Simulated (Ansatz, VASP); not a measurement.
**Two plane-wave programs on W2Cl3**

```xyz
5
Lattice="4.3021 0.0000 0.0000 -2.1511 3.7257 0.0000 0.0000 0.0000 6.6934" Properties=species:S:1:pos:R:3 pbc="T T T"
W     0.0000    2.4838    1.6399
W     2.1511    1.2419    5.0535
Cl    0.0000    0.0000    0.0000
Cl    0.0000    2.4838    4.3172
Cl    2.1511    1.2419    2.3762
```

Alike in both runs: task single point; functional PBE; k mesh 6 × 6 × 4; occupations gaussian, width 0.1 eV; no spin polarisation.

|  | VASP | Ansatz |
| --- | --- | --- |
| version | VASP 6.6.1 | Ansatz 0.2.0 |
| potentials or method | VASP PAW PBE potentials, release 64 (W_sv, Cl), cutoff 520 eV | scalar-relativistic, plane waves, PAW |
| valence electrons in the cell | 49 | 49 |

Ansatz gave:

- gap on the k mesh at the Fermi level (eV): none
- pressure (GPa): -12.6
- traceless stress, the component that is largest in VASP (GPa): 2.40
- rms of the force components (eV/Å): 0.075

Estimate VASP's values.

gap on the k mesh at the Fermi level (eV): none; pressure (GPa): -12.3; traceless stress, the component that is largest in VASP (GPa): 2.34; rms of the force components (eV/Å): 0.080.

Atom by atom the forces differ by 0.015 eV/Å (rms over components). A gap of «none» marks a metal or a gap that the smearing closes.

Neither program's run includes spin-orbit coupling.
